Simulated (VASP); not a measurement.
Set up this calculation in VASP 6.6.1, as the native input.

| Quantity | Value |
| --- | --- |
| Task | single point |
| Functional | PBE |
| Potentials or basis | VASP PAW PBE potentials, release 64 (Te, Cd) |
| Cutoff | 520 eV |
| k mesh | 8 × 8 × 1 |
| Occupations | gaussian, width 0.05 eV |
| Spin | no spin polarisation |
| Dipole correction | yes |
| Further INCAR settings | ALGO = Normal; EDIFF = 1e-06; NBANDS = 46 |

The structure of CdTe lies in POSCAR:

```
CdTe
1.0
    4.6791896005      0.0000000000      0.0000000000
    0.0000000000      4.6791896005      0.0000000000
    0.0000000000      0.0000000000     26.5804034395
Te Cd
4 4
Direct
    0.0000000000      0.5000000000      0.2826371570
    0.5000000000      0.0000000000      0.4077091020
    0.0000000000      0.5000000000      0.5325182269
    0.5000000000      0.0000000000      0.6588336082
    0.5000000000      0.5000000000      0.3408271550
    0.0000000000      0.0000000000      0.4663728077
    0.5000000000      0.5000000000      0.5917400656
    0.0000000000      0.0000000000      0.7193618777
```

One way to write it, as run:

INCAR

```
SYSTEM = CdTe
PREC = Accurate ; ENCUT = 520
EDIFF = 1E-6 ; ISMEAR = 0
SIGMA = 0.05 ; LREAL = .False.
LASPH = .True. ; NELM = 100
ALGO = Normal ; ISIF = 2
LWAVE = .False. ; LCHARG = .False.
LDIPOL = .True. ; IDIPOL = 3
DIPOL = 0.5 0.5 0.500 ; GGA = PE
NBANDS = 46
```

KPOINTS

```
regular mesh
0
Gamma
  8 8 1
  0 0 0
```

Potentials or basis: VASP PAW PBE potentials, release 64 (Te, Cd).

Launch:

```bash
$ cat potpaw_PBE.64/Te/POTCAR potpaw_PBE.64/Cd/POTCAR > POTCAR
$ mpirun -np 1 vasp_std > vasp.out
```

It gave:

```yaml
Largest_force: 0.023 eV/Å
Band_gap_on_the_k_mesh: zero (bands 36 and 37 overlap by 0.06 eV)
```

Caveat: spin-orbit coupling is left out, which moves the levels of the heavy elements.

Run time: 21 min on 1 thread of Intel(R) Xeon(R) Platinum 8259CL CPU @ 2.50GHz (Skylake/Cascade Lake), on a shared host, peak memory 0.89 GiB.
